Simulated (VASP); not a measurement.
# I (P3_121) in VASP: single point with PBE

Aim: the single point of I with PBE.

Program: VASP 6.6.1. These are calculated values, not measurements. Logs are shortened: lines on timing, memory, paths and dates and some standing lists are left out, and cuts for length are marked.

### Step 1. The cell of the first run

Symmetry: P3_121, No. 152, trigonal system. The conventional cell has a = 5.187 Å, b = 5.187 Å, c = 5.885 Å, α = 90.00°, β = 90.00°, γ = 120.00°. Within 3.7 Å of I (site symmetry 2) lie 2 I at 2.82 Å.

### Step 2. Single point, PBE

The input, INCAR:

```
PREC = Accurate
ENCUT = 520
EDIFF = 1E-7
ISMEAR = 0
SIGMA = 0.1
LREAL = False
LASPH = True
NELM = 100
ALGO = Normal
ISIF = 2
LWAVE = False
LCHARG = False
GGA = PE
NBANDS = 18
```

The input, KPOINTS:

```
Automatic mesh
0
Gamma
  6 6 4
```

The input, POSCAR:

```
I
1.0
    5.1869335334      0.0000000000      0.0000000000
   -2.5934667668      4.4920162077      0.0000000000
    0.0000000000      0.0000000000      5.8847497256
I
3
Direct
    0.2254000000      0.0000000000      0.3333333333
    0.0000000000      0.2254000000      0.6666666667
    0.7746000000      0.7746000000      0.0000000000
```

Potentials or basis: VASP PAW PBE potentials, release 64 (I).

Command:

```bash
cat potpaw_PBE.64/I/POTCAR > POTCAR
mpirun -np 1 vasp_std > vasp.out
```

OUTCAR:

```text
PREC = Accurate
   ENCUT = 520
   EDIFF = 1E-7
   ISMEAR = 0
   LREAL = False
   LASPH = True
   NELM = 100
   ISIF = 2
   GGA = PE

 ion  position               nearest neighbor table
   1  0.225  0.000  0.333-   3 2.82   2 2.82
   2  0.000  0.225  0.667-   3 2.82   1 2.82
   3  0.775  0.775  0.000-   1 2.82   2 2.82

  LATTYP: Found a hexagonal cell.
 ALAT       =     5.1869335334
 C/A-ratio  =     1.1345334749

  Lattice vectors:

 A1 = (   5.1869335334,   0.0000000000,   0.0000000000)
 A2 = (  -2.5934667668,   4.4920162077,   0.0000000000)
 A3 = (   0.0000000000,   0.0000000000,   5.8847497256)

Analysis of symmetry for initial positions (statically):
=====================================================================
 Subroutine PRICEL returns:
 Original cell was already a primitive cell.

 Routine SETGRP: Setting up the symmetry group for a
 hexagonal supercell.

 Subroutine GETGRP returns: Found  6 space group operations
 (whereof  2 operations were pure point group operations)
 out of a pool of 24 trial point group operations.

The static configuration has the point symmetry C_2 .
 The point group associated with its full space group is D_3 .

Analysis of symmetry for dynamics (positions and initial velocities):
=====================================================================
 Subroutine PRICEL returns:
 Original cell was already a primitive cell.

 Routine SETGRP: Setting up the symmetry group for a
 hexagonal supercell.

 Subroutine GETGRP returns: Found  6 space group operations
 (whereof  2 operations were pure point group operations)
 out of a pool of 24 trial point group operations.

The dynamic configuration has the point symmetry C_2 .
 The point group associated with its full space group is D_3 .

 Subroutine INISYM returns: Found  6 space group operations
 (whereof  2 operations are pure point group operations),
 and found     1 'primitive' translations

----------------------------------------------------------------------------------------

                                     Primitive cell

  volume of cell :     137.1134

  direct lattice vectors                    reciprocal lattice vectors
     5.186933533  0.000000000  0.000000000     0.192792137  0.111308592  0.000000000
    -2.593466767  4.492016208  0.000000000     0.000000000  0.222617184  0.000000000
     0.000000000  0.000000000  5.884749726     0.000000000  0.000000000  0.169930761

  length of vectors
     5.186933533  5.186933533  5.884749726     0.222617184  0.222617184  0.169930761

[... 82 lines left out ...]
   LREAL  =      F    real-space projection
   EDIFFG = 0.1E-05   stopping-criterion for IOM
   NSW    =      0    number of steps for IOM
   IBRION =     -1    ionic relax: 0-MD 1-quasi-New 2-CG
   NFREE  =      0    steps in history (QN), initial steepest desc. (CG)
   ISIF   =      2    stress and relaxation
   ISYM   =      2    0-nonsym 1-usesym 2-fastsym
   POTIM  = 0.5000    time-step for ionic-motion
   TEBEG  =    0.0;   TEEND  =   0.0 temperature during run
   PSTRESS=    0.0 pullay stress
   NELECT =      21.0000    total number of electrons
   NUPDOWN=      -1.0000    fix difference up-down
   EMIN   =  10.00;   EMAX   =-10.00  energy-range for DOS
   EFERMI =   0.00;   METHOD = LEGACY
   ISMEAR =     0;   SIGMA  =   0.10  broadening in eV -4-tet -1-fermi 0-gaus
   EFERMI_NEDOS =   21; number of points for ismear=-14 and -15
   IALGO  =     38    algorithm
   IMIX   =      4    mixing-type and parameters
     AMIX     =   0.40;   BMIX     =  1.00
     AMIX_MAG =   1.60;   BMIX_MAG =  1.00
  volume/ion in A,a.u.               =      45.70       308.43
  Fermi-wavevector in a.u.,A,eV,Ry     =   0.875900  1.655211 10.438404  0.767201
  Thomas-Fermi vector in A             =   1.995635
   LORBIT       =      0    0 simple, 1 ext, 2 COOP (PROOUT), +10 PAW based schemes
   GGA     = PE    functional components
   LHFCALC =     F    Hartree Fock is set to
   AEXX    =    0.0000 exact exchange contribution
   IVDW    =     0    specifies the selected vdW correction
   LEPSILON=     F    determine dielectric tensor
   LRPA    =     F    only Hartree local field effects (RPA)
 non-spin polarized calculation
 Gauss-broadening in eV      SIGMA  =   0.10
  energy-cutoff  :      520.00
  volume of cell :      137.11
 maximum number of plane-waves:      3712
 NGX is ok and might be reduce to    40
   NGX = 19   NGY = 19   NGZ = 21

 number of electron      20.9999997 magnetization

 Free energy of the ion-electron system (eV)
  ---------------------------------------------------
  ext. energy  EPLUGINS =         0.00000000
  ---------------------------------------------------
  free energy    TOTEN  =        -2.35297331 eV

  energy without entropy =       -2.32764869  energy(sigma->0) =       -2.34031100

 E-fermi :   3.1102     XC(G=0):  -7.6064

 val. band max:        3.1091482629   @ k =   0.5000  -0.0000   0.0000
 cond. band min:       3.1273628337   @ k =   0.3333   0.1667   0.0000
 fundamental gap:      0.0182145708
 Fermi energy:         3.1102339152

 k-point     1 :       0.0000    0.0000    0.0000
  band No.  band energies     occupation
      1     -11.7231      2.00000
      2      -9.3625      2.00000
      3      -9.3625      2.00000
      4      -1.5812      2.00000
      5      -1.5812      2.00000
      6      -1.0423      2.00000
[... 481 lines left out ...]
      5      -1.7691      2.00000
      6      -1.7691      2.00000
[... 10 lines left out ...]
     17      10.4229      0.00000
     18      10.4229      0.00000

------------------------ aborting loop because EDIFF is reached ----------------------------------------

  FORCE on cell =-STRESS in cart. coord.  units (eV):
  Direction    XX          YY          ZZ          XY          YZ          ZX
  --------------------------------------------------------------------------------------
  -------------------------------------------------------------------------------------
  Total        3.0062941      3.0062941      9.6971976     -0.0000000      0.0000000     -0.0000000
  in kB       35.1286984     35.1286984    113.3122420     -0.0000000      0.0000000     -0.0000000
  external PRESSURE =      61.1898796 kB  Pullay stress =       0.0000000 kB

 VOLUME and BASIS-vectors are now :
 -----------------------------------------------------------------------------
  energy-cutoff  :      520.00
  volume of cell :      137.11
      direct lattice vectors                 reciprocal lattice vectors
     5.186933533  0.000000000  0.000000000     0.192792137  0.111308592  0.000000000
    -2.593466767  4.492016208  0.000000000     0.000000000  0.222617184  0.000000000
     0.000000000  0.000000000  5.884749726     0.000000000  0.000000000  0.169930761

 POSITION                                       TOTAL-FORCE (eV/Angst)
 -----------------------------------------------------------------------------------
      1.16913      0.00000      1.96158         1.904698     -0.000000     -0.000000
     -0.58457      1.01250      3.92317        -0.952349      1.649517      0.000000
      2.00890      3.47952      0.00000        -0.952349     -1.649517      0.000000
 -----------------------------------------------------------------------------------
    total drift:                               -0.000000     -0.000000      0.000000

  FREE ENERGIE OF THE ION-ELECTRON SYSTEM (eV)
  ---------------------------------------------------
  free  energy   TOTEN  =        -2.3529733094 eV

  energy  without entropy=       -2.3276486877  energy(sigma->0) =       -2.34031100
```

stdout:

```text
POSCAR found type information on POSCAR I
 POSCAR found :  1 types and       3 ions
 scaLAPACK will be used
 LDA part: xc-table for (Slater+PW92), standard interpolation
 POSCAR, INCAR and KPOINTS ok, starting setup
 FFT: planning ... GRIDC
 FFT: planning ... GRID_SOFT
 FFT: planning ... GRID
 WAVECAR not read
 entering main loop
```

Wall time 51 s (1 thread of Intel Xeon Platinum 8259CL at 2.50GHz (Skylake/Cascade Lake), shared host); peak memory 0.26 GiB.

Results:

```
Free energy   : -2.3530 eV
Pressure      : 6.1 GPa
Largest force : 1.905 eV/Å
```

Forces in eV/Å, atoms in the order of the input:
```
I    1.905  0.000  0.000
I   -0.952  1.650  0.000
I   -0.952 -1.650  0.000
```

Stress tensor (GPa, compression positive):
```
 3.51  0.00  0.00
 0.00  3.51  0.00
 0.00  0.00 11.33
```

Caveat: spin-orbit coupling is left out, which moves the levels of the heavy elements; an odd number of electrons without spin polarisation forces a metal; a magnetic or distorted state may lie lower.
